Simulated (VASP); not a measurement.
The system is YIn3N4.

```
CELL_PARAMETERS angstrom
3.61713 0.00000 0.00000
-1.80856 3.13253 0.00000
0.00000 0.00000 11.46001
ATOMIC_POSITIONS crystal
In 0.33333 0.66667 0.00363
In 0.33333 0.66667 0.49374
In 0.66667 0.33333 0.24854
Y 0.66667 0.33333 0.74447
N 0.33333 0.66667 0.19346
N 0.33333 0.66667 0.68250
N 0.66667 0.33333 0.43864
N 0.66667 0.33333 0.94501
```

Base run:

* Program: VASP 6.6.1
* Functional: PBE
* Potentials or basis: VASP PAW PBE potentials, release 64 (In_d, Y_sv, N)
* Cutoff: 520 eV
* k mesh: 12 × 12 × 2
* Occupations: gaussian, width 0.01 eV
* Spin: no spin polarisation

Its results: band gap on the k mesh 0.41 eV (least direct gap 0.41 eV); pressure 3.1 GPa; largest force 0.162 eV/Å.

Question: The run is repeated on the same cell with these changes: functional from PBE to r2SCAN; further incar settings from ALGO = Normal; EDIFF = 1e-06; NBANDS = 45 to ALGO = Normal; EDIFF = 1e-07; NBANDS = 45. What comes out?

Answer: Band gap on the k mesh 0.70 eV (least direct gap 0.71 eV); pressure 0.3 GPa; largest force 0.032 eV/Å.

Caveats: spin-orbit coupling is left out, which moves the levels of the heavy elements; the cell stands under pressure (at least some runs); the PAW data sets were made with another functional, which shifts forces and pressure a little (at least some runs).

A k mesh can miss the band edges.
